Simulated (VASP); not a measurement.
Wanted: the native input for a VASP 6.6.1 run.

- Task: single point
- Functional: PBE
- Potentials or basis: VASP PAW PBE potentials, release 64 (Mg, Re)
- Cutoff: 520 eV
- k mesh: 10 × 10 × 10
- Occupations: fermi-dirac, width 0.1 eV
- Spin: no spin polarisation
- Dipole correction: no
- Further INCAR settings: ALGO = Normal; EDIFF = 1e-06; NBANDS = 20

The structure of MgRe3 lies in POSCAR:

```
MgRe3
1.0
    0.0000000000      3.0833847000      3.1145300000
    3.0833847000      0.0000000000      3.1145300000
    3.0833847000      3.0833847000      0.0000000000
Mg Re
1 3
Direct
    0.0000000000      0.0000000000      0.0000000000
    0.2500000000      0.2500000000      0.2500000000
    0.5000000000      0.5000000000      0.5000000000
    0.7500000000      0.7500000000      0.7500000000
```

The input as run:

INCAR

```
SYSTEM = MgRe3
ALGO     = Normal         ! electronic algorithm
EDIFF    = 1E-6           ! SCF threshold, eV
ENCUT    = 520            ! plane-wave cutoff, eV
GGA      = PE             ! functional
ISIF     = 2              ! what is computed and relaxed
ISMEAR   = -1             ! smearing method
LASPH    = .True.         ! aspherical terms in the spheres
LCHARG   = .False.        ! write CHGCAR
LREAL    = .False.        ! projectors in reciprocal space
LWAVE    = .False.        ! write WAVECAR
NBANDS   = 20             ! bands
NELM     = 60             ! most SCF steps
PREC     = Accurate       ! precision mode
SIGMA    = 0.1            ! smearing width, eV
```

KPOINTS

```
k-points
0
Gamma
  10 10 10
  0 0 0
```

Potentials or basis: VASP PAW PBE potentials, release 64 (Mg, Re).

The run is started by

```sh
$ cat potpaw_PBE.64/Mg/POTCAR potpaw_PBE.64/Re/POTCAR > POTCAR
$ mpirun -np 1 vasp_std > vasp.out
```

It gave:

The pressure is 4.5 GPa and the band gap on the k mesh is zero (an odd number of electrons rules out a gap without spin polarisation).

Caveat: the cell stands under pressure; spin-orbit coupling is left out, which moves the levels of the heavy elements.

Run time: 2.5 min on 1 thread of Intel(R) Xeon(R) Platinum 8259CL CPU @ 2.50GHz (Skylake/Cascade Lake) (shared host), peak memory 0.27 GiB.
